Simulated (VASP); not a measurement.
# Ir3F in VASP: further runs, part 2 of 2

VASP 6.6.1. Earlier steps stand in the parts before.

### Step 5. Single point, PBE

The input, INCAR:

```
ALGO = Normal ; DIPOL = 0.5 0.5 0.360
EDIFF = 1E-6 ; ENCUT = 520
GGA = PE ; IDIPOL = 3
ISIF = 2 ; ISMEAR = 0
LASPH = True ; LCHARG = True
LDIPOL = True ; LELF = True
LREAL = False ; LVACPOTAV = True
LVHAR = True ; LWAVE = False
NBANDS = 25 ; NELM = 100
PREC = Accurate ; SIGMA = 0.1
```

The input, KPOINTS:

```
k-points
0
Gamma
  12 12 1
```

The input, POSCAR:

```
Ir3F
1.0
    2.7367600872      0.0000000000      0.0000000000
   -1.3683800436      2.3701037596      0.0000000000
    0.0000000000      0.0000000000     19.8425800730
Ir F
3 1
Direct
    0.6666666667      0.3333333333      0.2015866881
    0.3333333333      0.6666666667      0.3110139949
    0.0000000000      0.0000000000      0.4204382718
    0.5000000000      0.3333333333      0.5060988223
```

Potentials or basis: VASP PAW PBE potentials, release 64 (Ir, F).

Run with:

```sh
> cat potpaw_PBE.64/Ir/POTCAR potpaw_PBE.64/F/POTCAR > POTCAR
> mpirun -np 1 vasp_std > vasp.out
```

OUTCAR:

```text
EDIFF = 1E-6
   ENCUT = 520
   GGA = PE
   ISIF = 2
   ISMEAR = 0
   LASPH = True
   LREAL = False
   NELM = 100
   PREC = Accurate

 ion  position               nearest neighbor table
   1  0.667  0.333  0.202-   2 2.69   2 2.69   2 2.69
   2  0.333  0.667  0.311-   3 2.69   3 2.69   3 2.69   1 2.69   1 2.69   1 2.69
   3  0.000  0.000  0.420-   4 2.08   4 2.37   4 2.62   2 2.69   2 2.69   2 2.69
   4  0.500  0.333  0.506-   3 2.08   3 2.37   3 2.62

  LATTYP: Found a hexagonal cell.
 ALAT       =     2.7367600872
 C/A-ratio  =     7.2503907689

[... 874 lines left out ...]
  -------------------------------------------------------------------------------------
  Total       -0.1739305     -0.5925545     -0.8205001     -0.4433156      0.4574456      0.0939514
  in kB       -2.1651309     -7.3762679    -10.2137922     -5.5185047      5.6943982      1.1695309
  external PRESSURE =      -6.5850636 kB  Pullay stress =       0.0000000 kB

 VOLUME and BASIS-vectors are now :
 -----------------------------------------------------------------------------
  energy-cutoff  :      520.00
  volume of cell :      128.71
      direct lattice vectors                 reciprocal lattice vectors
     2.736760087  0.000000000  0.000000000     0.365395566  0.210961228  0.000000000
    -1.368380044  2.370103760  0.000000000     0.000000000  0.421922456  0.000000000
     0.000000000  0.000000000 19.842580073     0.000000000  0.000000000  0.050396672

 POSITION                                       TOTAL-FORCE (eV/Angst)
 -----------------------------------------------------------------------------------
      1.36838      0.79003      4.00000        -0.226233     -0.059597     -0.222133
     -0.00000      1.58007      6.17132         0.253262     -0.048604      0.841829
      0.00000      0.00000      8.34258         0.172340      0.054794     -0.682176
      0.91225      0.79003     10.04231        -0.199369      0.053408      0.062480
 -----------------------------------------------------------------------------------
    total drift:                                0.000432     -0.000378     -0.000683

  FREE ENERGIE OF THE ION-ELECTRON SYSTEM (eV)
  ---------------------------------------------------
  free  energy   TOTEN  =       -28.2250839966 eV

  energy  without entropy=      -28.2044111943  energy(sigma->0) =      -28.21474760

 vacuum level on the upper side and lower side of the slab         7.455         4.685
```

OSZICAR:

```text
N       E                     dE             d eps       ncg     rms          rms(c)
DAV:   1     0.357076271700E+03    0.35708E+03   -0.14588E+04  3708   0.119E+03
DAV:   2     0.508378018497E+01   -0.35199E+03   -0.31420E+03  3751   0.359E+02
DAV:   3    -0.302807392636E+02   -0.35365E+02   -0.33557E+02  5025   0.113E+02
DAV:   4    -0.314174083146E+02   -0.11367E+01   -0.11300E+01  4249   0.219E+01
[... 18 lines left out ...]
DAV:  23    -0.282251291926E+02    0.68018E-04   -0.10420E-04  4877   0.720E-02    0.698E-02
DAV:  24    -0.282250881388E+02    0.41054E-04   -0.11726E-04  5082   0.735E-02    0.326E-02
DAV:  25    -0.282250813705E+02    0.67683E-05   -0.75255E-05  5289   0.600E-02    0.693E-03
DAV:  26    -0.282250831471E+02   -0.17766E-05   -0.44289E-06  4218   0.190E-02    0.653E-03
DAV:  27    -0.282250839966E+02   -0.84953E-06   -0.11893E-06  2898   0.994E-03
   1 F= -.28225084E+02 E0= -.28214748E+02  d E =-.206728E-01
```

stdout:

```text
POSCAR found type information on POSCAR IrF
 POSCAR found :  2 types and       4 ions
 scaLAPACK will be used
 LDA part: xc-table for (Slater+PW92), standard interpolation
 POSCAR, INCAR and KPOINTS ok, starting setup
 FFT: planning ... GRIDC
 FFT: planning ... GRID_SOFT
 FFT: planning ... GRID
 WAVECAR not read
 entering main loop
 -----------------------------------------------------------------------------
|                                                                             |
|           W    W    AA    RRRRR   N    N  II  N    N   GGGG   !!!           |
|           W    W   A  A   R    R  NN   N  II  NN   N  G    G  !!!           |
|           W    W  A    A  R    R  N N  N  II  N N  N  G       !!!           |
|           W WW W  AAAAAA  RRRRR   N  N N  II  N  N N  G  GGG   !            |
|           WW  WW  A    A  R   R   N   NN  II  N   NN  G    G                |
|           W    W  A    A  R    R  N    N  II  N    N   GGGG   !!!           |
|                                                                             |
|     Did not find any points to average over, which means that no vacuum     |
|     field-free region was found. Please increase the size of  your cell     |
|     in the dimension of the dipole correction to obtain accurate            |
|     workfunction values.                                                    |
|                                                                             |
 -----------------------------------------------------------------------------
```

Run time: 11 min. Hardware: 1 thread of Intel Xeon 8259CL, shared host; peak memory 0.37 GiB.

What came out:

* Free energy: -28.2251 eV
* Largest force: 0.880 eV/Å
* Band gap on the k mesh: zero (bands 17 and 18 overlap by 2.07 eV)

Forces on the atoms (eV/Å):
```
Ir  -0.226 -0.060 -0.222
Ir   0.253 -0.049  0.842
Ir   0.172  0.055 -0.682
F   -0.199  0.053  0.062
```

Levels at points of the mesh, in eV from the Fermi level:
| k point | band 13 | band 14 | band 15 | band 16 | band 17 | band 18 | band 19 | band 20 |
| --- | --- | --- | --- | --- | --- | --- | --- | --- |
| (0.00, 0.00, 0.00) | -2.97 | -2.81 | -2.15 | -1.24 | -1.22 | -0.61 | -0.48 | -0.21 |
| (0.50, 0.00, 0.00) | -1.13 | -0.41 | 0.44 | 0.66 | 0.72 | 1.11 | 1.47 | 2.09 |
| (0.00, 0.50, 0.00) | -1.25 | -0.50 | 0.34 | 0.70 | 0.75 | 1.17 | 1.47 | 1.84 |
| (0.50, 0.50, 0.00) | -1.01 | -0.63 | 0.39 | 0.69 | 0.82 | 1.17 | 1.48 | 1.57 |

Caveat: spin-orbit coupling is left out, which moves the levels of the heavy elements.

### Step 6. Overview

```tsv
cell	gap on the mesh (eV)	largest force (eV/Å)
as given, atomic positions A	none	0.80
as given, atomic positions B	none	1.07
as given, atomic positions C	none	0.97
as given, atomic positions D	none	0.88
```

Alike in all rows: task single point; level PBE; potentials or basis VASP PAW PBE potentials, release 64 (Ir, F); no spin polarisation; k mesh 12 × 12 × 1; cutoff (eV) 520; smearing gaussian 0.1 eV.

Caveats: spin-orbit coupling is left out, which moves the levels of the heavy elements.

Total energies depend on the potentials used, so only differences within one code and one set of settings carry meaning.
